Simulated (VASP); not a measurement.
# TiO2 (P1) in VASP: single point with r2SCAN

Aim: the single point of TiO2 with r2SCAN.

Everything below comes from runs of VASP 6.6.1. Logs are shortened: lines on timing, memory, paths and dates and some standing lists are left out, and cuts for length are marked.

## 1. The cell of the first run

The typed cell holds 6 atoms: a = 5.410 Å, b = 5.404 Å, c = 5.407 Å, α = 139.35°, β = 139.46°, γ = 58.79°.

## 2. Single point, r2SCAN, collinear spin

Input file POSCAR:

```
TiO2
1.0
   -1.8815519900      1.8761040700      4.7129488200
    1.8755901800     -1.8735336300      4.7095574500
    1.8795806200      1.8715622600     -4.7119271300
Ti O
2 4
Direct
    0.0209951300      0.0080688600      0.0185489800
    0.7434966600      0.2433277600      0.4901929300
    0.1707585600      0.1710960100      0.9753210600
    0.9400127600      0.4152665400      0.4970719200
    0.5750149500      0.0701518300      0.5073040600
    0.8042734200      0.8106779200      0.9776849900
```

Input file INCAR.step1:

```
PREC = Accurate ; ENCUT = 520
ISMEAR = 1 ; SIGMA = 0.0725
LREAL = False ; LASPH = True
NELM = 150 ; ISPIN = 2
MAGMOM = 1 1 0 0 0 0 ; LMAXMIX = 4
NBANDS = 37 ; GGA = PE
ALGO = Normal ; EDIFF = 1E-4
LWAVE = True ; LCHARG = False
```

Input file INCAR.step2:

```
PREC = Accurate ; ENCUT = 520
EDIFF = 1E-6 ; ISMEAR = 1
SIGMA = 0.0725 ; LREAL = False
LASPH = True ; NELM = 150
ALGO = Normal ; ISIF = 2
LWAVE = False ; LCHARG = False
ISPIN = 2 ; MAGMOM = 1 1 0 0 0 0
LORBIT = 11 ; LMAXMIX = 4
METAGGA = R2SCAN ; LMIXTAU = True
NBANDS = 37 ; ISTART = 1
```

Input file KPOINTS:

```
Automatic mesh
0
Gamma
  5 5 7
  0 0.5 0.5
```

Potentials or basis: VASP PAW PBE potentials, release 64 (Ti_sv, O).

The run is started by

```bash
$ cat potpaw_PBE.64/Ti_sv/POTCAR potpaw_PBE.64/O/POTCAR > POTCAR
$ cp INCAR.step1 INCAR
$ mpirun -np 1 vasp_std > vasp.out
$ cp INCAR.step2 INCAR
$ mpirun -np 1 vasp_std > vasp.out
```

OUTCAR:

```text
PREC = Accurate
   ENCUT = 520
   EDIFF = 1E-6
   ISMEAR = 1
   LREAL = False
   LASPH = True
   NELM = 150
   ISIF = 2
   ISPIN = 2
   LORBIT = 11
   METAGGA = R2SCAN
   ISTART = 1

 ion  position               nearest neighbor table
   1  0.021  0.008  0.019-   3 1.68   6 1.76   5 1.93   4 1.95   5 2.00   4 2.07   2 2.91
   2  0.743  0.243  0.490-   5 1.69   4 1.70   3 1.94   6 1.98   3 2.00   6 2.00   1 2.91
   3  0.171  0.171  0.975-   1 1.68   2 1.94   2 2.00
   4  0.940  0.415  0.497-   2 1.70   1 1.95   1 2.07
   5  0.575  0.070  0.507-   2 1.69   1 1.93   1 2.00
   6  0.804  0.811  0.978-   1 1.76   2 1.98   2 2.00

  LATTYP: Found a triclinic cell.
 ALAT       =     3.7551720651
 B/A-ratio  =     1.4120583050
 C/A-ratio  =     1.4391972196
 COS(alpha) =     0.0005384379
 COS(beta)  =     0.3466785690
 COS(gamma) =     0.7074431169

  Lattice vectors:

 A1 = (   3.7551708000,  -0.0019713700,  -0.0023696800)
 A2 = (   3.7531994300,   3.7456949600,  -0.0013479900)
 A3 = (   1.8755901800,  -1.8735336300,   4.7095574500)

Analysis of symmetry for initial positions (statically):
=====================================================================
 Subroutine PRICEL returns:
 Original cell was already a primitive cell.

 Routine SETGRP: Setting up the symmetry group for a
 triclinic supercell.

 Subroutine GETGRP returns: Found  1 space group operations
 (whereof  1 operations were pure point group operations)
 out of a pool of  2 trial point group operations.

The static configuration has the point symmetry C_1 .

Analysis of symmetry for dynamics (positions and initial velocities):
=====================================================================
 Subroutine PRICEL returns:
 Original cell was already a primitive cell.

 Routine SETGRP: Setting up the symmetry group for a
 triclinic supercell.

 Subroutine GETGRP returns: Found  1 space group operations
 (whereof  1 operations were pure point group operations)
 out of a pool of  2 trial point group operations.

The dynamic configuration has the point symmetry C_1 .

Analysis of structural, dynamic, and magnetic symmetry:
=====================================================================
 Subroutine PRICEL returns:
 Original cell was already a primitive cell.

 Routine SETGRP: Setting up the symmetry group for a
 triclinic supercell.

 Subroutine GETGRP returns: Found  1 space group operations
 (whereof  1 operations were pure point group operations)
 out of a pool of  2 trial point group operations.

The overall configuration has the point symmetry C_1 .

 Subroutine INISYM returns: Found  1 space group operations
 (whereof  1 operations are pure point group operations),
 and found     1 'primitive' translations

----------------------------------------------------------------------------------------

                                     Primitive cell

  volume of cell :      66.3020

  direct lattice vectors                    reciprocal lattice vectors
    -1.881551990  1.876104070  4.712948820     0.000206992  0.266803916  0.106056223
     1.875590180 -1.873533630  4.709557450     0.266366608  0.000111137  0.106297381
     1.879580620  1.871562260 -4.711927130     0.266439686  0.266972848  0.000095752

  length of vectors
     5.410350354  5.404433195  5.407201298     0.287110249  0.286793158  0.377179821

  position of ions in fractional coordinates (direct lattice)
     0.020995130  0.008068860  0.018548980
     0.743496660  0.243327760  0.490192930
     0.170758560  0.171096010  0.975321060
     0.940012760  0.415266540  0.497071920
     0.575014950  0.070151830  0.507304060
     0.804273420  0.810677920  0.977684990

  ion indices of the primitive-cell ions
   primitive index   ion index
                 1           1
                 2           2
                 3           3
                 4           4
                 5           5
                 6           6

----------------------------------------------------------------------------------------

 KPOINTS: Automatic mesh

Automatic generation of k-mesh.
 Grid dimensions read from file:
 generate k-points for:    5    5    7

 Generating k-lattice:

  Cartesian coordinates                     Fractional coordinates (reciprocal lattice)
     0.000041398  0.053360783  0.021211245     0.200000000 -0.000000000  0.000000000
     0.053273322  0.000022227  0.021259476     0.000000000  0.200000000  0.000000000
     0.038062812  0.038138978  0.000013679     0.000000000 -0.000000000  0.142857143

  Length of vectors
     0.057422050  0.057358632  0.053882832

  Shift w.r.t. Gamma in fractional coordinates (k-lattice)
     0.000000000  0.500000000  0.500000000

 Subroutine IBZKPT returns following result:
 ===========================================

 Found     88 irreducible k-points:

 Following reciprocal coordinates:
            Coordinates               Weight
 -0.000000  0.100000  0.071429      2.000000
  0.200000  0.100000  0.071429      2.000000
  0.400000  0.100000  0.071429      2.000000
 -0.400000  0.100000  0.071429      2.000000
 -0.200000  0.100000  0.071429      2.000000
  0.000000  0.300000  0.071429      2.000000
[... 16 lines left out ...]
  0.400000 -0.100000  0.071429      2.000000
 -0.400000 -0.100000  0.071429      2.000000
 [... further k-points ...]
   k-points           NKPTS =     88   k-points in BZ     NKDIM =     88   number of bands    NBANDS=     37
   number of dos      NEDOS =    301   number of ions     NIONS =      6
   total plane-waves  NPLWV =  64000
   dimension x,y,z NGX =    40 NGY =   40 NGZ =   40
   dimension x,y,z NGXF=    80 NGYF=   80 NGZF=   80
   ions per type =               2   4
   NGX,Y,Z   is equivalent  to a cutoff of  12.29, 12.30, 12.30 a.u.
   NGXF,Y,Z  is equivalent  to a cutoff of  24.58, 24.61, 24.60 a.u.
 SYSTEM =  unknown system
   PREC   = accura    normal or accurate (medium, high low for compatibility)
   ISTART =      1    job   : 0-new  1-cont  2-samecut
   ICHARG =      0    charge: 1-file 2-atom 10-const
   ISPIN  =      2    spin polarized calculation?
   LNONCOLLINEAR =      F non collinear calculations
   LSORBIT =      F    spin-orbit coupling
   LASPH  =      T    aspherical Exc in radial PAW
   ENCUT  =  520.0 eV  38.22 Ry    6.18 a.u.  10.06 10.05 10.05*2*pi/ulx,y,z
   NELM   =    150;   NELMIN=  2; NELMDL=  0     # of ELM steps
   EDIFF  = 0.1E-05   stopping-criterion for ELM
   LREAL  =      F    real-space projection
   EDIFFG = 0.1E-04   stopping-criterion for IOM
   NSW    =      0    number of steps for IOM
   IBRION =     -1    ionic relax: 0-MD 1-quasi-New 2-CG
   NFREE  =      0    steps in history (QN), initial steepest desc. (CG)
   ISIF   =      2    stress and relaxation
   ISYM   =      2    0-nonsym 1-usesym 2-fastsym
   POTIM  = 0.5000    time-step for ionic-motion
   TEBEG  =    0.0;   TEEND  =   0.0 temperature during run
   PSTRESS=    0.0 pullay stress
   NELECT =      48.0000    total number of electrons
   NUPDOWN=      -1.0000    fix difference up-down
   EMIN   =  10.00;   EMAX   =-10.00  energy-range for DOS
   EFERMI =   0.00;   METHOD = LEGACY
   ISMEAR =     1;   SIGMA  =   0.07  broadening in eV -4-tet -1-fermi 0-gaus
   EFERMI_NEDOS =   21; number of points for ismear=-14 and -15
   IALGO  =     38    algorithm
   IMIX   =      4    mixing-type and parameters
     AMIX     =   0.40;   BMIX     =  1.00
     AMIX_MAG =   1.60;   BMIX_MAG =  1.00
  volume/ion in A,a.u.               =      11.05        74.57
  Fermi-wavevector in a.u.,A,eV,Ry     =   1.469985  2.777869 29.400243  2.160857
  Thomas-Fermi vector in A             =   2.585297
   LORBIT       =     11    0 simple, 1 ext, 2 COOP (PROOUT), +10 PAW based schemes
   METAGGA = R2SCAN    functional components
   LHFCALC =     F    Hartree Fock is set to
   AEXX    =    0.0000 exact exchange contribution
   IVDW    =     0    specifies the selected vdW correction
   LEPSILON=     F    determine dielectric tensor
   LRPA    =     F    only Hartree local field effects (RPA)
 spin polarized calculation
 Methfessel and Paxton  Order N= 1 SIGMA  =   0.07
  energy-cutoff  :      520.00
  volume of cell :       66.30
 maximum number of plane-waves:      1798
   NGX = 21   NGY = 21   NGZ = 21

 number of electron      48.0000003 magnetization       0.0000001

 number of electron      48.0000003 magnetization      -0.0000000

 Free energy of the ion-electron system (eV)
  ---------------------------------------------------
  ext. energy  EPLUGINS =         0.00000000
  ---------------------------------------------------
  free energy    TOTEN  =       -65.87027697 eV

  energy without entropy =      -65.87034285  energy(sigma->0) =      -65.87029893

 E-fermi :   4.2157     XC(G=0): -11.4465

 val. band max:        4.1566674462   @ k =   0.4000   0.5000   0.5000
 cond. band min:       6.4590923755   @ k =  -0.0000  -0.1000   0.0714
 fundamental gap:      2.3024249292
 Fermi energy:         4.2156726152

 spin component 1

 k-point     1 :      -0.0000    0.1000    0.0714
  band No.  band energies     occupation
      1     -54.6370      1.00000
      2     -54.4966      1.00000
      3     -30.6928      1.00000
      4     -30.0753      1.00000
      5     -29.8408      1.00000
      6     -29.7677      1.00000
[... 28 lines left out ...]
     35      13.3319      0.00000
     36      15.0661      0.00000

 k-point     2 :       0.2000    0.1000    0.0714
  band No.  band energies     occupation
      1     -54.6288      1.00000
      2     -54.5020      1.00000
      3     -30.6313      1.00000
      4     -30.2129      1.00000
      5     -29.8326      1.00000
      6     -29.7660      1.00000
[... 28 lines left out ...]
     35      13.4993      0.00000
     36      15.5502      0.00000
[... 817 lines left out ...]
     35      13.7094      0.00000
     36      14.5533      0.00000

 k-point    24 :      -0.4000   -0.1000    0.0714
  band No.  band energies     occupation
      1     -54.6254      1.00000
      2     -54.5058      1.00000
      3     -30.5788      1.00000
      4     -30.2737      1.00000
      5     -29.8288      1.00000
      6     -29.7757      1.00000
[... 28 lines left out ...]
     35      13.6091      0.00000
     36      15.0111      0.00000

 [... further k-points ...]

 spin component 2

 k-point     1 :      -0.0000    0.1000    0.0714
  band No.  band energies     occupation
      1     -54.6370      1.00000
      2     -54.4966      1.00000
      3     -30.6928      1.00000
      4     -30.0753      1.00000
      5     -29.8408      1.00000
      6     -29.7677      1.00000
[... 28 lines left out ...]
     35      13.3319      0.00000
     36      15.0661      0.00000

 k-point     2 :       0.2000    0.1000    0.0714
  band No.  band energies     occupation
      1     -54.6288      1.00000
      2     -54.5020      1.00000
      3     -30.6313      1.00000
      4     -30.2129      1.00000
      5     -29.8326      1.00000
      6     -29.7660      1.00000
[... 28 lines left out ...]
     35      13.4993      0.00000
     36      15.5502      0.00000
[... 817 lines left out ...]
     35      13.7094      0.00000
     36      14.5533      0.00000

 k-point    24 :      -0.4000   -0.1000    0.0714
  band No.  band energies     occupation
      1     -54.6254      1.00000
      2     -54.5058      1.00000
      3     -30.5788      1.00000
      4     -30.2737      1.00000
      5     -29.8288      1.00000
      6     -29.7757      1.00000
[... 28 lines left out ...]
     35      13.6091      0.00000
     36      15.0111      0.00000

 [... further k-points ...]

 [bands above 36 left out]

------------------------ aborting loop because EDIFF is reached ----------------------------------------

  FORCE on cell =-STRESS in cart. coord.  units (eV):
  Direction    XX          YY          ZZ          XY          YZ          ZX
  --------------------------------------------------------------------------------------
  -------------------------------------------------------------------------------------
  Total        4.0724716      7.9258343     44.4624082      0.0015390      1.4386409     -0.4922435
  in kB       98.4106088    191.5264888   1074.4268119      0.0371904     34.7645206    -11.8949831
  external PRESSURE =     454.7879699 kB  Pullay stress =       0.0000000 kB

 VOLUME and BASIS-vectors are now :
 -----------------------------------------------------------------------------
  energy-cutoff  :      520.00
  volume of cell :       66.30
      direct lattice vectors                 reciprocal lattice vectors
    -1.881551990  1.876104070  4.712948820     0.000206992  0.266803916  0.106056223
     1.875590180 -1.873533630  4.709557450     0.266366608  0.000111137  0.106297381
     1.879580620  1.871562260 -4.711927130     0.266439686  0.266972848  0.000095752

 POSITION                                       TOTAL-FORCE (eV/Angst)
 -----------------------------------------------------------------------------------
      0.01049      0.05899      0.04955         0.143866      0.728398     -3.142686
     -0.02119      1.85642      2.34027        -0.037490     -0.814565      1.373379
      1.83281      1.82518     -2.98508        -0.390517      0.895816      9.053794
     -0.05553      1.91585      4.04379         0.650543      0.576331      9.574198
      0.00317      1.89681      0.65002         0.168324     -0.736254     -9.397100
      1.84486      1.81987      3.00165        -0.534725     -0.649726     -7.461585
 -----------------------------------------------------------------------------------
    total drift:                               -0.001566     -0.001793     -0.008586

  FREE ENERGIE OF THE ION-ELECTRON SYSTEM (eV)
  ---------------------------------------------------
  free  energy   TOTEN  =       -65.8702769720 eV

  energy  without entropy=      -65.8703428541  energy(sigma->0) =      -65.87029893

 total charge

# of ion       s       p       d       tot
------------------------------------------
    1        2.256   6.412   1.901  10.569
    2        2.264   6.437   1.928  10.629
    3        1.596   3.627   0.000   5.222
    4        1.594   3.598   0.000   5.192
    5        1.596   3.626   0.000   5.222
    6        1.589   3.586   0.000   5.176
--------------------------------------------------
tot         10.895  27.286   3.829  42.009

 magnetization (x)

# of ion       s       p       d       tot
------------------------------------------
    1        0.000  -0.000   0.000   0.000
    2        0.000  -0.000   0.000   0.000
    3       -0.000  -0.000   0.000  -0.000
    4        0.000  -0.000   0.000  -0.000
    5        0.000  -0.000   0.000  -0.000
    6       -0.000  -0.000   0.000  -0.000
--------------------------------------------------
tot          0.000  -0.000   0.000   0.000
```

It took 79 min on 1 thread of Oxide Virtual Turin-like, shared host; peak memory 0.48 GiB.

Results:

```
Free energy                                           : -65.8703 eV
Pressure                                              : 45.5 GPa
Largest force                                         : 9.614 eV/Å
Band gap on the k mesh                                : 2.30 eV (least direct gap 2.53 eV)
Net moment                                            : 0.00 μB per cell
Valence electrons inside the program's atomic spheres : Ti 10.57, 10.63; O 5.22, 5.19, 5.18 (each value once)
```

Forces on the atoms (eV/Å):
```
Ti   0.144  0.728 -3.143
Ti  -0.037 -0.815  1.373
O   -0.391  0.896  9.054
O    0.651  0.576  9.574
O    0.168 -0.736 -9.397
O   -0.535 -0.650 -7.462
```

Stress tensor (GPa, compression positive):
```
  9.84   0.00  -1.19
  0.00  19.15   3.48
 -1.19   3.48 107.44
```

Caveat: the cell stands under pressure; the PAW data sets were made with another functional, which shifts forces and pressure a little; a shifted mesh leaves out Γ, where band edges can lie.
